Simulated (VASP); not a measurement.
# P in VASP: a series of runs

Runs on P. Level: r2SCAN. Tasks: single point.

Program: VASP 6.6.1. These are calculated values, not measurements. Logs are shortened: lines on timing, memory, paths and dates and some standing lists are left out, and cuts for length are marked.

### 1 The cell of the first run

The cell holds a slab with vacuum, 2 atoms: a = 3.091 Å, b = 3.091 Å, c = 28.000 Å, α = 90.00°, β = 90.00°, γ = 120.00°.

### 2 Single point, r2SCAN

The input, POSCAR:

```
P
1.0
    3.0910000000      0.0000000000      0.0000000000
   -1.5455000000      2.6768845231      0.0000000000
    0.0000000000      0.0000000000     28.0000000000
P
2
Direct
    0.3333333333      0.6666666667      0.5140357143
    0.6666666667      0.3333333333      0.4859642857
```

The input, INCAR.step1:

```
PREC = Accurate ; ENCUT = 520
ISMEAR = 0 ; SIGMA = 0.02
LREAL = F ; LASPH = T
NELM = 100 ; LDIPOL = T
IDIPOL = 3 ; DIPOL = 0.5 0.5 0.500
NBANDS = 12 ; GGA = PE
ALGO = Normal ; EDIFF = 1E-4
LWAVE = T ; LCHARG = F
```

The input, INCAR.step2:

```
PREC = Accurate ; ENCUT = 520
EDIFF = 1E-7 ; ISMEAR = 0
SIGMA = 0.02 ; LREAL = F
LASPH = T ; NELM = 100
ALGO = Normal ; ISIF = 2
LWAVE = F ; LCHARG = F
LDIPOL = T ; IDIPOL = 3
DIPOL = 0.5 0.5 0.500 ; METAGGA = R2SCAN
LMIXTAU = T ; NBANDS = 12
ISTART = 1
```

The input, KPOINTS:

```
regular mesh
0
Gamma
  9 9 1
```

Potentials or basis: VASP PAW PBE potentials, release 64 (P).

On the command line:

```sh
cat potpaw_PBE.64/P/POTCAR > POTCAR
cp INCAR.step1 INCAR
mpirun -np 1 vasp_std > vasp.out
cp INCAR.step2 INCAR
mpirun -np 1 vasp_std > vasp.out
```

OUTCAR:

```text
PREC = Accurate
   ENCUT = 520
   EDIFF = 1E-7
   ISMEAR = 0
   LREAL = F
   LASPH = T
   NELM = 100
   ISIF = 2
   METAGGA = R2SCAN
   ISTART = 1

 ion  position               nearest neighbor table
   1  0.333  0.667  0.514-   2 1.95   2 1.95   2 1.95
   2  0.667  0.333  0.486-   1 1.95   1 1.95   1 1.95

  LATTYP: Found a hexagonal cell.
 ALAT       =     3.0910000000
 C/A-ratio  =     9.0585571013

  Lattice vectors:

 A1 = (   3.0910000000,   0.0000000000,   0.0000000000)
 A2 = (  -1.5455000000,   2.6768845231,   0.0000000000)
 A3 = (   0.0000000000,   0.0000000000,  28.0000000000)

Analysis of symmetry for initial positions (statically):
=====================================================================
 Subroutine PRICEL returns:
 Original cell was already a primitive cell.

 Routine SETGRP: Setting up the symmetry group for a
 hexagonal supercell.

 Subroutine GETGRP returns: Found 12 space group operations
 (whereof 12 operations were pure point group operations)
 out of a pool of 24 trial point group operations.

The static configuration has the point symmetry D_3d.

Analysis of symmetry for dynamics (positions and initial velocities):
=====================================================================
 Subroutine PRICEL returns:
 Original cell was already a primitive cell.

 Routine SETGRP: Setting up the symmetry group for a
 hexagonal supercell.

 Subroutine GETGRP returns: Found 12 space group operations
 (whereof 12 operations were pure point group operations)
 out of a pool of 24 trial point group operations.

The dynamic configuration has the point symmetry D_3d.

 Subroutine INISYM returns: Found 12 space group operations
 (whereof 12 operations are pure point group operations),
 and found     1 'primitive' translations

----------------------------------------------------------------------------------------

                                     Primitive cell

  volume of cell :     231.6790

  direct lattice vectors                    reciprocal lattice vectors
     3.091000000  0.000000000  0.000000000     0.323519896  0.186784299  0.000000000
    -1.545500000  2.676884523  0.000000000     0.000000000  0.373568599  0.000000000
     0.000000000  0.000000000 28.000000000     0.000000000  0.000000000  0.035714286

  length of vectors
     3.091000000  3.091000000 28.000000000     0.373568599  0.373568599  0.035714286

  position of ions in fractional coordinates (direct lattice)
     0.333333333  0.666666667  0.514035714
     0.666666667  0.333333333  0.485964286

  ion indices of the primitive-cell ions
   primitive index   ion index
                 1           1
                 2           2

----------------------------------------------------------------------------------------

 KPOINTS: regular mesh

Automatic generation of k-mesh.
 Grid dimensions read from file:
 generate k-points for:    9    9    1

 Generating k-lattice:

  Cartesian coordinates                     Fractional coordinates (reciprocal lattice)
     0.035946655  0.020753811  0.000000000     0.111111111 -0.000000000  0.000000000
     0.000000000  0.041507622  0.000000000     0.000000000  0.111111111  0.000000000
     0.000000000  0.000000000  0.035714286     0.000000000  0.000000000  1.000000000

  Length of vectors
     0.041507622  0.041507622  0.035714286

  Shift w.r.t. Gamma in fractional coordinates (k-lattice)
     0.000000000  0.000000000  0.000000000

 Subroutine IBZKPT returns following result:
 ===========================================

 Found     12 irreducible k-points:

 Following reciprocal coordinates:
            Coordinates               Weight
  0.000000  0.000000  0.000000      1.000000
  0.111111  0.000000  0.000000      6.000000
  0.222222 -0.000000  0.000000      6.000000
  0.333333  0.000000  0.000000      6.000000
  0.444444 -0.000000  0.000000      6.000000
  0.111111  0.111111  0.000000      6.000000
  0.222222  0.111111  0.000000     12.000000
  0.333333  0.111111  0.000000     12.000000
  0.444444  0.111111  0.000000      6.000000
  0.222222  0.222222  0.000000      6.000000
  0.333333  0.222222  0.000000     12.000000
  0.333333  0.333333  0.000000      2.000000
   k-points           NKPTS =     12   k-points in BZ     NKDIM =     12   number of bands    NBANDS=     12
   number of dos      NEDOS =    301   number of ions     NIONS =      2
   total plane-waves  NPLWV = 120960
   dimension x,y,z NGX =    24 NGY =   24 NGZ =  210
   dimension x,y,z NGXF=    48 NGYF=   48 NGZF=  420
   ions per type =               2
   NGX,Y,Z   is equivalent  to a cutoff of  12.91, 12.91, 12.47 a.u.
   NGXF,Y,Z  is equivalent  to a cutoff of  25.82, 25.82, 24.94 a.u.
 SYSTEM =  unknown system
   PREC   = accura    normal or accurate (medium, high low for compatibility)
   ISTART =      1    job   : 0-new  1-cont  2-samecut
   ICHARG =      0    charge: 1-file 2-atom 10-const
   ISPIN  =      1    spin polarized calculation?
[... 125 lines left out ...]
      1     -19.2293      2.00000
      2     -16.2521      2.00000
      3      -9.8068      2.00000
      4      -8.1962      2.00000
      5      -5.4519      2.00000
      6      -4.0063      2.00000
      7       0.6167      0.00000
      8       2.7860      0.00000
      9       3.4609      0.00000
     10       5.5005      0.00000
     11       6.0216      0.00000
     12       6.2876      0.00000

 k-point     6 :       0.1111    0.1111    0.0000
  band No.  band energies     occupation
      1     -22.0156      2.00000
      2     -10.9184      2.00000
      3     -10.3786      2.00000
      4      -8.8677      2.00000
      5      -3.5879      1.70362
      6      -1.5453      0.00000
      7      -0.5206      0.00000
      8       2.0104      0.00000
      9       2.0839      0.00000
     10       2.7236      0.00000
     11       2.9229      0.00000
     12       3.1690      0.00000

 k-point     7 :       0.2222    0.1111    0.0000
  band No.  band energies     occupation
      1     -21.0829      2.00000
      2     -12.8320      2.00000
      3     -10.0429      2.00000
      4      -9.9021      2.00000
      5      -3.6387      2.00000
      6      -1.9154      0.00000
      7       0.7602      0.00000
      8       1.2698      0.00000
      9       2.5726      0.00000
     10       3.3695      0.00000
     11       3.7169      0.00000
     12       4.0673      0.00000

 k-point     8 :       0.3333    0.1111    0.0000
  band No.  band energies     occupation
      1     -19.7598      2.00000
      2     -15.1991      2.00000
      3     -10.7284      2.00000
      4      -8.6698      2.00000
      5      -4.6987      2.00000
      6      -2.4012      0.00000
      7       0.2826      0.00000
      8       1.8198      0.00000
      9       4.4594      0.00000
     10       4.7269      0.00000
     11       5.0761      0.00000
     12       5.2913      0.00000

 k-point     9 :       0.4444    0.1111    0.0000
  band No.  band energies     occupation
      1     -18.6661      2.00000
      2     -16.6659      2.00000
      3     -10.9595      2.00000
      4      -7.6818      2.00000
      5      -5.7818      2.00000
      6      -2.5929      0.00000
      7       0.2832      0.00000
      8       2.4468      0.00000
      9       3.3221      0.00000
     10       6.7855      0.00000
     11       6.7990      0.00000
     12       7.2490      0.00000

 k-point    10 :       0.2222    0.2222    0.0000
  band No.  band energies     occupation
      1     -19.9553      2.00000
      2     -14.4009      2.00000
      3     -11.7169      2.00000
      4      -8.8490      2.00000
      5      -4.2620      2.00000
      6       0.0492      0.00000
      7       0.1338      0.00000
      8       1.2386      0.00000
      9       1.7689      0.00000
     10       4.5779      0.00000
     11       4.9985      0.00000
     12       5.3292      0.00000

 k-point    11 :       0.3333    0.2222    0.0000
  band No.  band energies     occupation
      1     -18.5445      2.00000
      2     -16.1469      2.00000
      3     -12.5680      2.00000
      4      -7.5499      2.00000
      5      -5.4476      2.00000
      6      -0.8234      0.00000
      7       0.3626      0.00000
      8       2.2059      0.00000
      9       3.9329      0.00000
     10       4.7684      0.00000
     11       6.3970      0.00000
     12       6.7576      0.00000

 k-point    12 :       0.3333    0.3333    0.0000
  band No.  band energies     occupation
      1     -17.2175      2.00000
      2     -17.2175      2.00000
      3     -13.4050      2.00000
      4      -6.3780      2.00000
      5      -6.3780      2.00000
      6      -1.5407      0.00000
      7       2.5553      0.00000
      8       3.4141      0.00000
      9       3.4141      0.00000
     10       5.0138      0.00000
     11       5.0138      0.00000
     12       6.4878      0.00000

------------------------ aborting loop because EDIFF is reached ----------------------------------------

 vacuum level on the upper side and lower side of the slab       (xc-potential included)        -0.050        -0.050

  FORCE on cell =-STRESS in cart. coord.  units (eV):
  Direction    XX          YY          ZZ          XY          YZ          ZX
  --------------------------------------------------------------------------------------
  -------------------------------------------------------------------------------------
  Total       12.1536394     12.1536394      6.2231109     -0.0000000      0.0000000      0.0000000
  in kB       84.0485561     84.0485561     43.0359555     -0.0000000      0.0000000      0.0000000
  external PRESSURE =      70.3776892 kB  Pullay stress =       0.0000000 kB

 VOLUME and BASIS-vectors are now :
 -----------------------------------------------------------------------------
  energy-cutoff  :      520.00
  volume of cell :      231.68
      direct lattice vectors                 reciprocal lattice vectors
     3.091000000  0.000000000  0.000000000     0.323519896  0.186784299  0.000000000
    -1.545500000  2.676884523  0.000000000     0.000000000  0.373568599  0.000000000
     0.000000000  0.000000000 28.000000000     0.000000000  0.000000000  0.035714286

 POSITION                                       TOTAL-FORCE (eV/Angst)
 -----------------------------------------------------------------------------------
     -0.00000      1.78459     14.39300         0.000000      0.000000      7.932192
      1.54550      0.89229     13.60700        -0.000000      0.000000     -7.932192
 -----------------------------------------------------------------------------------
    total drift:                               -0.000000      0.000000      0.000000

  FREE ENERGIE OF THE ION-ELECTRON SYSTEM (eV)
  ---------------------------------------------------
  free  energy   TOTEN  =       -15.4812112992 eV

  energy  without entropy=      -15.4802262154  energy(sigma->0) =      -15.48071876

 vacuum level on the upper side and lower side of the slab         1.848         1.848
```

Run time: 2.4 min. Hardware: 1 thread of AMD EPYC 9R45 (Zen 5), shared host; peak memory 0.34 GiB.

Results:

```yaml
Free_energy: -15.4812 eV
Largest_force: 7.932 eV/Å
Band_gap_on_the_k_mesh: zero (bands 5 and 6 overlap by 0.45 eV)
```

Forces on the atoms (eV/Å):
```
P    0.000  0.000  7.932
P    0.000  0.000 -7.932
```

Levels at points of the mesh, in eV from the Fermi level:
```
           k point  band 2  band 3  band 4  band 5  band 6  band 7  band 8  band 9
(0.00, 0.00, 0.00)   -7.96   -3.80   -3.80   -0.35    1.92    1.92    3.34    5.14
```

Caveat: the PAW data sets were made with another functional, which shifts forces and pressure a little.

### 3 Single point, r2SCAN

The input, POSCAR:

```
P
1.0
    3.0910000000      0.0000000000      0.0000000000
   -1.5455000000      2.6768845231      0.0000000000
    0.0000000000      0.0000000000     28.0000000000
P
2
Direct
    0.3333333333      0.6666666667      0.5234107143
    0.6666666667      0.3333333333      0.4765892857
```

The input, INCAR.step1:

```
PREC = Accurate
ENCUT = 520
ISMEAR = 0
SIGMA = 0.02
LREAL = False
LASPH = True
NELM = 80
LDIPOL = True
IDIPOL = 3
DIPOL = 0.5 0.5 0.500
NBANDS = 12
GGA = PE
ALGO = Normal
EDIFF = 1E-4
LWAVE = True
LCHARG = False
```

The input, INCAR.step2:

```
PREC = Accurate
ENCUT = 520
EDIFF = 1E-7
ISMEAR = 0
SIGMA = 0.02
LREAL = False
LASPH = True
NELM = 80
ALGO = Normal
ISIF = 2
LWAVE = False
LCHARG = False
LDIPOL = True
IDIPOL = 3
DIPOL = 0.5 0.5 0.500
METAGGA = R2SCAN
LMIXTAU = True
NBANDS = 12
ISTART = 1
```

The input, KPOINTS:

```
Automatic mesh
0
Gamma
  9 9 1
```

Potentials or basis: VASP PAW PBE potentials, release 64 (P).

On the command line:

```sh
cat potpaw_PBE.64/P/POTCAR > POTCAR
cp INCAR.step1 INCAR
mpirun -np 1 vasp_std > vasp.out
cp INCAR.step2 INCAR
mpirun -np 1 vasp_std > vasp.out
```

Run time: 2.6 min. Hardware: 1 thread of AMD EPYC 9R45 (Zen 5), shared host; peak memory 0.34 GiB.

Results (log left out):

| Quantity | Value |
| --- | --- |
| Free energy | -17.6391 eV |
| Largest force | 1.127 eV/Å |
| Band gap on the k mesh | 0.93 eV (least direct gap 2.92 eV) |

Forces in eV/Å, atoms in the order of the input:
```
P    0.000  0.000 -1.127
P    0.000  0.000  1.127
```

Levels at points of the mesh, in eV from the valence-band top:
| k point | band 1 | band 2 | band 3 | band 4 | band 5 | band 6 | band 7 | band 8 | band 9 | band 10 |
| --- | --- | --- | --- | --- | --- | --- | --- | --- | --- | --- |
| (0.00, 0.00, 0.00) | -16.50 | -8.38 | -2.16 | 0.00 | 0.00 | 4.17 | 4.17 | 4.63 | 5.26 | 5.47 |

Caveat: the PAW data sets were made with another functional, which shifts forces and pressure a little.

### 4 Single point, r2SCAN

The input, POSCAR:

```
P
1.0
    3.0910000000      0.0000000000      0.0000000000
   -1.5455000000      2.6768845231      0.0000000000
    0.0000000000      0.0000000000     28.0000000000
P
2
Direct
    0.3333333333      0.6666666667      0.5327678571
    0.6666666667      0.3333333333      0.4672321429
```

The input, INCAR.step1:

```
  PREC = Accurate
  ENCUT = 520
  ISMEAR = 0
  SIGMA = 0.02
  LREAL = False
  LASPH = True
  NELM = 80
  LDIPOL = True
  IDIPOL = 3
  DIPOL = 0.5 0.5 0.500
  NBANDS = 12
  GGA = PE
  ALGO = Normal
  EDIFF = 1E-4
  LWAVE = True
  LCHARG = False
```

The input, INCAR.step2:

```
  PREC = Accurate
  ENCUT = 520
  EDIFF = 1E-6
  ISMEAR = 0
  SIGMA = 0.02
  LREAL = False
  LASPH = True
  NELM = 80
  ALGO = Normal
  ISIF = 2
  LWAVE = False
  LCHARG = False
  LDIPOL = True
  IDIPOL = 3
  DIPOL = 0.5 0.5 0.500
  METAGGA = R2SCAN
  LMIXTAU = True
  NBANDS = 12
  ISTART = 1
```

KPOINTS is that of step 3.

On the command line:

```sh
cat potpaw_PBE.64/P/POTCAR > POTCAR
cp INCAR.step1 INCAR
mpirun -np 1 vasp_std > vasp.out
cp INCAR.step2 INCAR
mpirun -np 1 vasp_std > vasp.out
```

Wall time 2.7 min (1 thread of AMD EPYC 9R45 (Zen 5), shared host); peak memory 0.33 GiB.

The run converged. Its results:

```
Free energy            : -15.8166 eV
Largest force          : 3.186 eV/Å
Band gap on the k mesh : zero (bands 5 and 6 overlap by 2.93 eV)
```

Forces on the atoms (eV/Å):
```
P    0.000  0.000 -3.186
P    0.000  0.000  3.186
```

Levels at points of the mesh, in eV from the Fermi level:
```tsv
k point	band 1	band 2	band 3	band 4	band 5	band 6	band 7	band 8	band 9	band 10
(0.00, 0.00, 0.00)	-14.89	-10.04	-3.79	2.01	2.01	2.51	4.24	4.24	4.47	4.78
```

Caveat: the PAW data sets were made with another functional, which shifts forces and pressure a little.

### 5 Single point, r2SCAN

This run uses another cell than the first one.

The input, POSCAR:

```
P
1.0
    3.1540000000      0.0000000000      0.0000000000
   -1.5770000000      2.7314441236      0.0000000000
    0.0000000000      0.0000000000     28.0000000000
P
2
Direct
    0.3333333333      0.6666666667      0.5093571429
    0.6666666667      0.3333333333      0.4906428571
```

The input, INCAR.step1:

```
PREC = Accurate ; ENCUT = 520
ISMEAR = 0 ; SIGMA = 0.02
LREAL = False ; LASPH = True
NELM = 60 ; LDIPOL = True
IDIPOL = 3 ; DIPOL = 0.5 0.5 0.500
NBANDS = 12 ; GGA = PE
ALGO = Normal ; EDIFF = 1E-4
LWAVE = True ; LCHARG = False
```

The input, INCAR.step2:

```
PREC = Accurate ; ENCUT = 520
EDIFF = 1E-6 ; ISMEAR = 0
SIGMA = 0.02 ; LREAL = False
LASPH = True ; NELM = 60
ALGO = Normal ; ISIF = 2
LWAVE = False ; LCHARG = True
LDIPOL = True ; IDIPOL = 3
DIPOL = 0.5 0.5 0.500 ; METAGGA = R2SCAN
LMIXTAU = True ; LELF = True
LVHAR = True ; LVACPOTAV = True
NBANDS = 12 ; ISTART = 1
```

KPOINTS is that of step 4.

On the command line:

```sh
cat potpaw_PBE.64/P/POTCAR > POTCAR
cp INCAR.step1 INCAR
mpirun -np 1 vasp_std > vasp.out
cp INCAR.step2 INCAR
mpirun -np 1 vasp_std > vasp.out
```

Wall time 2.3 min (1 thread of AMD EPYC 9R45 (Zen 5), shared host); peak memory 0.34 GiB.

It converged, with:

| Property | Result |
| --- | --- |
| Free energy | -14.2524 eV |
| Largest force | 5.607 eV/Å |
| Band gap on the k mesh | zero (bands 5 and 6 overlap by 1.74 eV) |

Forces in eV/Å, atoms in the order of the input:
```
P    0.000  0.000  5.607
P    0.000  0.000 -5.607
```

Levels at points of the mesh, in eV from the Fermi level:
```
           k point  band 2  band 3  band 4  band 5  band 6  band 7  band 8  band 9
(0.00, 0.00, 0.00)   -8.23   -5.32   -5.32    0.16    0.82    0.82    2.37    3.73
```

Caveat: the PAW data sets were made with another functional, which shifts forces and pressure a little.

### 6 The runs side by side

| cell | gap on the mesh (eV) | largest force (eV/Å) |
| --- | --- | --- |
| a = 3.091, b = 3.091, c = 28.000 Å, angles 90.0, 90.0, 120.0°, 2 atoms, atomic positions A | none | 7.93 |
| a = 3.091, b = 3.091, c = 28.000 Å, angles 90.0, 90.0, 120.0°, 2 atoms, atomic positions B | 0.93 | 1.13 |
| a = 3.091, b = 3.091, c = 28.000 Å, angles 90.0, 90.0, 120.0°, 2 atoms, atomic positions C | none | 3.19 |
| a = 3.154, b = 3.154, c = 28.000 Å, angles 90.0, 90.0, 120.0°, 2 atoms, atomic positions D | none | 5.61 |

Alike in all rows: task single point; level r2SCAN; potentials or basis VASP PAW PBE potentials, release 64 (P); no spin polarisation; k mesh 9 × 9 × 1; cutoff (eV) 520; smearing gaussian 0.02 eV.

Caveats: the PAW data sets were made with another functional, which shifts forces and pressure a little.

Absolute energies hang on the potentials; compare differences alone.
